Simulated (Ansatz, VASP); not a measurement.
**Os: VASP beside Ansatz**

The input INCAR:

```
SYSTEM = Os
ALGO = Normal
EDIFF = 1E-6
ENCUT = 600
GGA = PE
GGA_COMPAT = .FALSE.
ISIF = 2
ISMEAR = 0
LASPH = .TRUE.
LCHARG = .FALSE.
LREAL = .FALSE.
LWAVE = .FALSE.
NBANDS = 15
NELM = 120
PREC = Accurate
SIGMA = 0.1
```

KPOINTS

```
k-points
0
G
  6 6 4
  0 0 0
```

POSCAR

```
Os
1.0
    2.7461342319      0.0000000000      0.0000000000
   -1.3730671160      2.3782220070      0.0000000000
    0.0000000000      0.0000000000      4.3263142200
Os
2
Direct
    0.3333333333      0.6666666667      0.2500000000
    0.6666666667      0.3333333333      0.7500000000
```

Input for Ansatz:

```yaml
crystal:
  lattice:
    - [2.7461342319, 0.0, 0.0]
    - [-1.373067116, 2.378222007, 0.0]
    - [0.0, 0.0, 4.32631422]
  atoms:
    - { symbol: Os, position: [0.3333333333, 0.6666666667, 0.25] }
    - { symbol: Os, position: [0.6666666667, 0.3333333333, 0.75] }
basis: {}
kpoints:
  mp_grid: { grid: [6, 6, 4] }
hamiltonian:
  xc: pbe
  pseudopotentials: { kind: paw, source: ansatz }
scf:
  occupations: { method: gaussian, width: 0.1 }
  max_iter: 79
output:
  forces: false
  stress: true
  eigenvalues: true
```

Alike in both runs: task single point; functional PBE; k mesh 6 × 6 × 4; occupations gaussian, width 0.1 eV; no spin polarisation.

|  | VASP | Ansatz |
| --- | --- | --- |
| version | VASP 6.6.1 | Ansatz 0.2.0 |
| potentials or method | VASP PAW PBE potentials, release 64 (Os) | scalar-relativistic, plane waves, PAW (harder set) |
| plane-wave cutoff (eV) | 600 | 480 |
| valence electrons in the cell | 16 | 32 |

```csv
,VASP,Ansatz,Ansatz less VASP
gap on the k mesh at the Fermi level (eV),none,none,-
pressure (GPa),5.1,5.3,+0.20
"traceless stress, the component that is largest in VASP (GPa)",-3.37,-3.34,+0.036
```

A gap of «none» marks a metal or a gap that the smearing closes. VASP's potentials hold 16 valence electrons a cell and Ansatz's 32, so a difference there can come from the potentials and not from the codes.

The k mesh is coarse, so the values compare programs but aren't converged. Spin-orbit coupling is off throughout.
